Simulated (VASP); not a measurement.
# Ir (P6_3/mmc) in VASP: settings compared

The runs below take Ir through single point, relaxation of cell and atoms, with LDA, PBEsol, BLYP+D3(BJ).

Everything below comes from runs of VASP 6.6.1. Logs are shortened: lines on timing, memory, paths and dates and some standing lists are left out, and cuts for length are marked.

**1. The cell of the first run**

The structure is hexagonal, space group P6_3/mmc (No. 194). The conventional cell has a = 2.693 Å, b = 2.693 Å, c = 4.428 Å, α = 90.00°, β = 90.00°, γ = 120.00°. Within 3.6 Å of Ir (site symmetry -6m2) lie 12 Ir at 2.69 to 2.71 Å.

**2. Single point, LDA**

Input file INCAR:

```
SYSTEM = Ir
ALGO = Normal
EDIFF = 1E-6
ENCUT = 520
ISIF = 2
ISMEAR = 0
LASPH = .True.
LCHARG = .False.
LREAL = .False.
LWAVE = .False.
NBANDS = 16
NELM = 60
PREC = Accurate
SIGMA = 0.15
```

Input file KPOINTS:

```
k-points
0
Gamma
  10 10 5
  0 0 0
```

Input file POSCAR:

```
Ir
1.0
    2.6934520723      0.0000000028      0.0000000000
   -1.3467260386      2.3325979171      0.0000000000
    0.0000000000      0.0000000000      4.4277432935
Ir
2
Direct
    0.6666666667      0.3333333333      0.7500000000
    0.3333333333      0.6666666667      0.2500000000
```

Potentials or basis: VASP PAW LDA potentials, release 64 (Ir).

On the command line:

```console
> cat potpaw_LDA.64/Ir/POTCAR > POTCAR
> mpirun -np 1 vasp_std > vasp.out
```

OUTCAR:

```text
SYSTEM = Ir
   EDIFF = 1E-6
   ENCUT = 520
   ISIF = 2
   ISMEAR = 0
   LASPH = .True.
   LREAL = .False.
   NELM = 60
   PREC = Accurate

 ion  position               nearest neighbor table
   1  0.667  0.333  0.750-   2 2.71   2 2.71   2 2.71   2 2.71   2 2.71   2 2.71
   2  0.333  0.667  0.250-   1 2.71   1 2.71   1 2.71   1 2.71   1 2.71   1 2.71

  LATTYP: Found a hexagonal cell.
 ALAT       =     2.6934520723
 C/A-ratio  =     1.6438916211

  Lattice vectors:

 A1 = (   2.6934520723,   0.0000000028,   0.0000000000)
 A2 = (  -1.3467260386,   2.3325979171,   0.0000000000)
 A3 = (   0.0000000000,   0.0000000000,   4.4277432935)

Analysis of symmetry for initial positions (statically):
=====================================================================
 Subroutine PRICEL returns:
 Original cell was already a primitive cell.

 Routine SETGRP: Setting up the symmetry group for a
 hexagonal supercell.

 Subroutine GETGRP returns: Found 24 space group operations
 (whereof 12 operations were pure point group operations)
 out of a pool of 24 trial point group operations.

The static configuration has the point symmetry D_3d.
 The point group associated with its full space group is D_6h.

Analysis of symmetry for dynamics (positions and initial velocities):
=====================================================================
 Subroutine PRICEL returns:
 Original cell was already a primitive cell.

 Routine SETGRP: Setting up the symmetry group for a
 hexagonal supercell.

 Subroutine GETGRP returns: Found 24 space group operations
 (whereof 12 operations were pure point group operations)
 out of a pool of 24 trial point group operations.

The dynamic configuration has the point symmetry D_3d.
 The point group associated with its full space group is D_6h.

 Subroutine INISYM returns: Found 24 space group operations
 (whereof 12 operations are pure point group operations),
 and found     1 'primitive' translations

----------------------------------------------------------------------------------------

                                     Primitive cell

  volume of cell :      27.8184

  direct lattice vectors                    reciprocal lattice vectors
     2.693452072  0.000000003  0.000000000     0.371270761  0.214353274  0.000000000
    -1.346726039  2.332597917  0.000000000    -0.000000000  0.428706547  0.000000000
     0.000000000  0.000000000  4.427743293     0.000000000  0.000000000  0.225848685

  length of vectors
     2.693452072  2.693452072  4.427743293     0.428706547  0.428706547  0.225848685

  position of ions in fractional coordinates (direct lattice)
     0.666666667  0.333333333  0.750000000
     0.333333333  0.666666667  0.250000000

  ion indices of the primitive-cell ions
   primitive index   ion index
                 1           1
                 2           2

----------------------------------------------------------------------------------------

 KPOINTS: k-points

Automatic generation of k-mesh.
 Grid dimensions read from file:
 generate k-points for:   10   10    5

 Generating k-lattice:

  Cartesian coordinates                     Fractional coordinates (reciprocal lattice)
     0.037127076  0.021435327  0.000000000     0.100000000  0.000000000  0.000000000
    -0.000000000  0.042870655  0.000000000     0.000000000  0.100000000  0.000000000
     0.000000000  0.000000000  0.045169737     0.000000000  0.000000000  0.200000000

  Length of vectors
     0.042870655  0.042870655  0.045169737

  Shift w.r.t. Gamma in fractional coordinates (k-lattice)
     0.000000000  0.000000000  0.000000000

 Subroutine IBZKPT returns following result:
 ===========================================

 Found     42 irreducible k-points:

 Following reciprocal coordinates:
            Coordinates               Weight
  0.000000  0.000000  0.000000      1.000000
  0.100000 -0.000000  0.000000      6.000000
  0.200000 -0.000000  0.000000      6.000000
  0.300000 -0.000000  0.000000      6.000000
  0.400000 -0.000000  0.000000      6.000000
  0.500000  0.000000  0.000000      3.000000
[... 16 lines left out ...]
  0.300000  0.100000  0.200000     24.000000
  0.400000  0.100000  0.200000     24.000000
 [... further k-points ...]
   k-points           NKPTS =     42   k-points in BZ     NKDIM =     42   number of bands    NBANDS=     16
   number of dos      NEDOS =    301   number of ions     NIONS =      2
   total plane-waves  NPLWV =  14400
   dimension x,y,z NGX =    20 NGY =   20 NGZ =   36
   dimension x,y,z NGXF=    40 NGYF=   40 NGZF=   72
   ions per type =               2
   NGX,Y,Z   is equivalent  to a cutoff of  12.34, 12.34, 13.52 a.u.
   NGXF,Y,Z  is equivalent  to a cutoff of  24.69, 24.69, 27.03 a.u.
 SYSTEM =  Ir
   PREC   = accura    normal or accurate (medium, high low for compatibility)
   ISTART =      0    job   : 0-new  1-cont  2-samecut
   ICHARG =      2    charge: 1-file 2-atom 10-const
[... 111 lines left out ...]
  band No.  band energies     occupation
      1       2.8481      2.00000
      2       3.1432      2.00000
      3       3.9125      2.00000
      4       6.6178      2.00000
      5       6.7236      2.00000
      6       7.1242      2.00000
[... 8 lines left out ...]
     15      23.4764      0.00000
     16      24.7789      0.00000

 k-point     6 :       0.5000    0.0000    0.0000
  band No.  band energies     occupation
      1       2.8801      2.00000
      2       3.0796      2.00000
      3       3.6204      2.00000
      4       6.5913      2.00000
      5       6.9920      2.00000
      6       7.2702      2.00000
[... 8 lines left out ...]
     15      22.0563      0.00000
     16      22.4769      0.00000

 k-point     7 :       0.1000    0.1000    0.0000
  band No.  band energies     occupation
      1       0.4734      2.00000
      2       3.2732      2.00000
      3       5.6119      2.00000
      4       6.6529      2.00000
      5       6.8442      2.00000
      6       7.4621      2.00000
[... 8 lines left out ...]
     15      27.9136      0.00000
     16      28.3616      0.00000

 k-point     8 :       0.2000    0.1000    0.0000
  band No.  band energies     occupation
      1       1.7469      2.00000
      2       3.9077      2.00000
      3       5.2822      2.00000
      4       5.2943      2.00000
      5       6.5723      2.00000
      6       6.8922      2.00000
[... 8 lines left out ...]
     15      25.5361      0.00000
     16      26.9922      0.00000

 k-point     9 :       0.3000    0.1000    0.0000
  band No.  band energies     occupation
      1       2.9028      2.00000
      2       3.6119      2.00000
      3       4.2658      2.00000
      4       5.8717      2.00000
      5       6.5583      2.00000
      6       7.0147      2.00000
[... 8 lines left out ...]
     15      23.0932      0.00000
     16      25.6416      0.00000
[... 172 lines left out ...]
 k-point    19 :       0.4000   -0.0000    0.2000
  band No.  band energies     occupation
      1       2.5718      2.00000
      2       3.2214      2.00000
      3       4.5090      2.00000
      4       5.2547      2.00000
      5       7.0450      2.00000
      6       7.4172      2.00000
[... 8 lines left out ...]
     15      24.4505      0.00000
     16      24.4691      0.00000

 k-point    20 :       0.5000    0.0000    0.2000
  band No.  band energies     occupation
      1       2.5489      2.00000
      2       3.0138      2.00000
      3       4.4511      2.00000
      4       5.2061      2.00000
      5       6.9336      2.00000
      6       7.6478      2.00000
[... 8 lines left out ...]
     15      23.5522      0.00000
     16      24.1409      0.00000

 k-point    21 :       0.1000    0.1000    0.2000
  band No.  band energies     occupation
      1       0.8652      2.00000
      2       3.3507      2.00000
      3       5.7194      2.00000
      4       5.8322      2.00000
      5       6.5510      2.00000
      6       7.2400      2.00000
[... 8 lines left out ...]
     15      27.7427      0.00000
     16      28.2286      0.00000

 k-point    22 :       0.2000    0.1000    0.2000
  band No.  band energies     occupation
      1       2.0092      2.00000
      2       4.0791      2.00000
      3       4.8653      2.00000
      4       5.4430      2.00000
      5       6.2628      2.00000
      6       7.0954      2.00000
[... 8 lines left out ...]
     15      25.9263      0.00000
     16      27.2356      0.00000

 k-point    23 :       0.3000    0.1000    0.2000
  band No.  band energies     occupation
      1       2.7867      2.00000
      2       3.7732      2.00000
      3       4.4644      2.00000
      4       5.4012      2.00000
      5       6.6503      2.00000
      6       7.2997      2.00000
[... 8 lines left out ...]
     15      23.6673      0.00000
     16      25.7799      0.00000

 k-point    24 :       0.4000    0.1000    0.2000
  band No.  band energies     occupation
      1       2.8041      2.00000
      2       3.3969      2.00000
      3       4.6017      2.00000
      4       5.1887      2.00000
      5       6.5188      2.00000
      6       7.8644      2.00000
[... 8 lines left out ...]
     15      22.3651      0.00000
     16      24.9469      0.00000

 [... further k-points ...]
[... 5 lines left out ...]
  --------------------------------------------------------------------------------------
  -------------------------------------------------------------------------------------
  Total        0.4581378      0.4581378      0.4409058     -0.0000000      0.0000000      0.0000000
  in kB       26.3860962     26.3860962     25.3936316     -0.0000000      0.0000000      0.0000000
  external PRESSURE =      26.0552746 kB  Pullay stress =       0.0000000 kB

 VOLUME and BASIS-vectors are now :
 -----------------------------------------------------------------------------
  energy-cutoff  :      520.00
  volume of cell :       27.82
      direct lattice vectors                 reciprocal lattice vectors
     2.693452072  0.000000003  0.000000000     0.371270761  0.214353274  0.000000000
    -1.346726039  2.332597917  0.000000000    -0.000000000  0.428706547  0.000000000
     0.000000000  0.000000000  4.427743293     0.000000000  0.000000000  0.225848685

 POSITION                                       TOTAL-FORCE (eV/Angst)
 -----------------------------------------------------------------------------------
      1.34673      0.77753      3.32081         0.000000     -0.000000      0.000000
     -0.00000      1.55507      1.10694        -0.000000      0.000000      0.000000
 -----------------------------------------------------------------------------------
    total drift:                               -0.000000      0.000000     -0.000000

  FREE ENERGIE OF THE ION-ELECTRON SYSTEM (eV)
  ---------------------------------------------------
  free  energy   TOTEN  =       -20.4932565554 eV

  energy  without entropy=      -20.4636207159  energy(sigma->0) =      -20.47843864
```

It took 14 s on 1 thread of Intel Xeon Platinum 8488C (Sapphire Rapids), shared host; peak memory 0.14 GiB.

What came out:

```
Free energy            : -20.4933 eV
Pressure               : 2.6 GPa
Band gap on the k mesh : zero (band 9 reaches 11.75 eV, above the bottom of band 10 at 8.45 eV)
```

Caveat: spin-orbit coupling is left out, which moves the levels of the heavy elements.

**3. Single point, PBEsol**

This run uses another cell than the first one, of 14.12 Å³/atom, 1.015 times its volume.

Input file INCAR:

```
SYSTEM = Ir
PREC = Accurate ; ENCUT = 520
EDIFF = 1E-7 ; ISMEAR = 0
SIGMA = 0.15 ; LREAL = .FALSE.
LASPH = .TRUE. ; NELM = 80
ALGO = Normal ; ISIF = 2
LWAVE = .FALSE. ; LCHARG = .FALSE.
GGA = PS ; NBANDS = 16
```

Input file KPOINTS:

```
regular mesh
0
G
  10 10 5
  0 0 0
```

Input file POSCAR:

```
Ir
1.0
    2.7074019222      0.0000000028      0.0000000000
   -1.3537009636      2.3446788415      0.0000000000
    0.0000000000      0.0000000000      4.4489956994
Ir
2
Direct
    0.6666666667      0.3333333333      0.7500000000
    0.3333333333      0.6666666667      0.2500000000
```

Potentials or basis: VASP PAW PBE potentials, release 64 (Ir).

On the command line:

```console
> cat potpaw_PBE.64/Ir/POTCAR > POTCAR
> mpirun -np 1 vasp_std > vasp.out
```

Run time: 17 s. Hardware: 1 thread of Intel Xeon Platinum 8488C (Sapphire Rapids), shared host; peak memory 0.15 GiB.

The run converged. Its results:

| Quantity | Value |
| --- | --- |
| Free energy | -19.4833 eV |
| Pressure | 1.0 GPa |
| Band gap on the k mesh | zero (band 9 reaches 11.38 eV, above the bottom of band 10 at 8.17 eV) |

Levels at points of the mesh, in eV from the Fermi level:
```tsv
k point	band 7	band 8	band 9	band 10	band 11	band 12
(0.00, 0.00, 0.00)	-3.24	-2.25	-2.25	-0.99	0.32	0.32
(0.50, 0.00, 0.00)	-3.08	0.82	0.96	1.21	3.01	4.48
```

Caveat: the PAW data sets were made with another functional, which shifts forces and pressure a little; spin-orbit coupling is left out, which moves the levels of the heavy elements.

**4. Single point, BLYP+D3(BJ)**

This run uses another cell than the first one, of 14.46 Å³/atom, 1.039 times its volume.

Input file INCAR:

```
AGGAC = 1.0 ; AGGAX = 1.0
ALDAC = 0.0 ; ALDAX = 1.0
ALGO = Normal ; EDIFF = 1E-6
ENCUT = 520 ; GGA = B5
ISIF = 2 ; ISMEAR = 0
IVDW = 12 ; LASPH = True
LCHARG = False ; LREAL = False
LWAVE = False ; NBANDS = 16
NELM = 80 ; PREC = Accurate
SIGMA = 0.15 ; VDW_A1 = 0.4298
VDW_A2 = 4.2359 ; VDW_S6 = 1.0
VDW_S8 = 2.6996
```

Input file KPOINTS:

```
k-points
0
Gamma
  10 10 5
```

Input file POSCAR:

```
Ir
1.0
    2.7279369072      0.0000000029      0.0000000000
   -1.3639684561      2.3624626601      0.0000000000
    0.0000000000      0.0000000000      4.4860467450
Ir
2
Direct
    0.6666666667      0.3333333333      0.7500000000
    0.3333333333      0.6666666667      0.2500000000
```

On the command line:

```console
> cat potpaw_PBE.64/Ir/POTCAR > POTCAR
> mpirun -np 1 vasp_std > vasp.out
```

It took 24 s on 1 thread of Intel Xeon Platinum 8488C (Sapphire Rapids), shared host; peak memory 0.16 GiB.

Results (log left out):

| Item | Value |
| --- | --- |
| Free energy | -18.0066 eV |
| Pressure | 3.0 GPa |
| Band gap on the k mesh | zero (band 9 reaches 11.67 eV, above the bottom of band 10 at 8.59 eV) |
| Dispersion energy per atom | -1.687 eV |

Stress tensor (GPa, compression positive):
```
3.08 0.00 0.00
0.00 3.08 0.00
0.00 0.00 2.96
```

Levels at points of the mesh, in eV from the Fermi level:
```
           k point  band 7  band 8  band 9  band 10  band 11  band 12
(0.00, 0.00, 0.00)   -3.13   -2.19   -2.19    -0.55     0.29     0.29
(0.50, 0.00, 0.00)   -2.94    0.77    0.89     1.15     3.03     4.50
```

Caveat: the PAW data sets were made with another functional, which shifts forces and pressure a little; spin-orbit coupling is left out, which moves the levels of the heavy elements; pairwise dispersion overbinds metals, which lowers pressure and volume.

**5. Relaxation of cell and atoms, LDA**

This run uses another cell than the first one, of 14.63 Å³/atom, 1.052 times its volume.

Input file INCAR:

```
SYSTEM = Ir
ALGO = Normal ; EDIFF = 1E-6
EDIFFG = -0.01 ; ENCUT = 600
GGA = CA ; IBRION = 2
ISIF = 3 ; ISMEAR = 0
LASPH = .TRUE. ; LCHARG = .FALSE.
LREAL = .FALSE. ; LWAVE = .FALSE.
NELM = 60 ; NSW = 80
PREC = Accurate ; SIGMA = 0.15
```

Input file KPOINTS:

```
k-points
0
G
  10 10 5
  0 0 0
```

Input file POSCAR:

```
Ir
1.0
    2.7513778900      0.0000000000      0.0000000000
   -1.3756889500      2.3827631500      0.0000000000
    0.0000000000      0.0000000000      4.4622900000
Ir
2
Direct
    0.6666666720      0.3333333319      0.7500000000
    0.3333333337      0.6666666723      0.2500000000
```

Potentials or basis: VASP PAW LDA potentials, release 64 (Ir).

On the command line:

```console
> cat potpaw_LDA.64/Ir/POTCAR > POTCAR
> mpirun -np 1 vasp_std > vasp.out
```

Run time: 65 s. Hardware: 1 thread of Intel Xeon Platinum 8488C (Sapphire Rapids), shared host; peak memory 0.16 GiB.

It converged, with:

| Item | Value |
| --- | --- |
| Free energy | -20.4951 eV |
| Relaxed volume | 14.00 Å³/atom |
| Relaxed cell | a = 2.700 Å, b = 2.700 Å, c = 4.437 Å, α = 90.00°, β = 90.00°, γ = 120.00° |
| Space group after relaxing (to 0.05 Å) | P6_3/mmc (No. 194) |
| Energy gained by relaxing | 33.6 meV/atom |
| Ionic steps | 10 |
| Pressure after relaxing | 0.0 GPa |
| Band gap on the k mesh | zero (band 9 reaches 11.61 eV, above the bottom of band 10 at 8.35 eV) |

Step by step:
```tsv
step	energy change (eV)	largest force (eV/Å)	pressure (GPa)	volume (Å³)
1	0.0000	0.0000	-15.48	29.25
2	1.1052	0.0000	102.11	23.67
3	-0.0647	0.0000	-1.07	28.08
4	-0.0651	0.0000	-0.14	28.01
5	-0.0651	0.0000	0.28	27.99
6	-0.0666	0.0000	0.12	28.00
7	-0.0671	0.0000	0.15	27.99
8	-0.0671	0.0000	0.16	27.99
9	-0.0671	0.0000	-0.45	28.04
10	-0.0671	0.0000	-0.03	28.00
```

Final structure:
```
Ir
1.0
     2.69975    0.00000    0.00000
    -1.34988    2.33805    0.00000
     0.00000    0.00000    4.43657
Ir
2
Direct
  0.66667 0.33333 0.75000
  0.33333 0.66667 0.25000
```

Levels at points of the mesh, in eV from the Fermi level:
```
           k point  band 7  band 8  band 9  band 10  band 11  band 12
(0.00, 0.00, 0.00)   -3.29   -2.29   -2.29    -0.91     0.32     0.32
(0.50, 0.00, 0.00)   -3.11    0.83    0.98     1.23     3.07     4.56
```

Caveat: spin-orbit coupling is left out, which moves the levels of the heavy elements.

**6. The runs side by side**

| task | level | potentials or basis | cell | cutoff (eV) | gap on the mesh (eV) | pressure (GPa) |
| --- | --- | --- | --- | --- | --- | --- |
| single point | LDA | VASP PAW LDA potentials, release 64 (Ir) | a = 2.693, b = 2.693, c = 4.428 Å, angles 90.0, 90.0, 120.0°, 2 atoms | 520 | none | 2.6 |
| single point | PBEsol | VASP PAW PBE potentials, release 64 (Ir) | a = 2.707, b = 2.707, c = 4.449 Å, angles 90.0, 90.0, 120.0°, 2 atoms | 520 | none | 1.0 |
| single point | BLYP+D3(BJ) | VASP PAW PBE potentials, release 64 (Ir) | a = 2.728, b = 2.728, c = 4.486 Å, angles 90.0, 90.0, 120.0°, 2 atoms | 520 | none | 3.0 |
| relaxation of cell and atoms | LDA | VASP PAW LDA potentials, release 64 (Ir) | relaxed from a = 2.751, b = 2.751, c = 4.462 Å, angles 90.0, 90.0, 120.0°, 2 atoms | 600 | none | 0.0 |

Alike in all rows: no spin polarisation; k mesh 10 × 10 × 5; smearing gaussian 0.15 eV.

Caveats: spin-orbit coupling is left out, which moves the levels of the heavy elements; the PAW data sets were made with another functional, which shifts forces and pressure a little (some runs); pairwise dispersion overbinds metals, which lowers pressure and volume (some runs).

Total energies depend on the potentials used, so only differences within one code and one set of settings carry meaning.
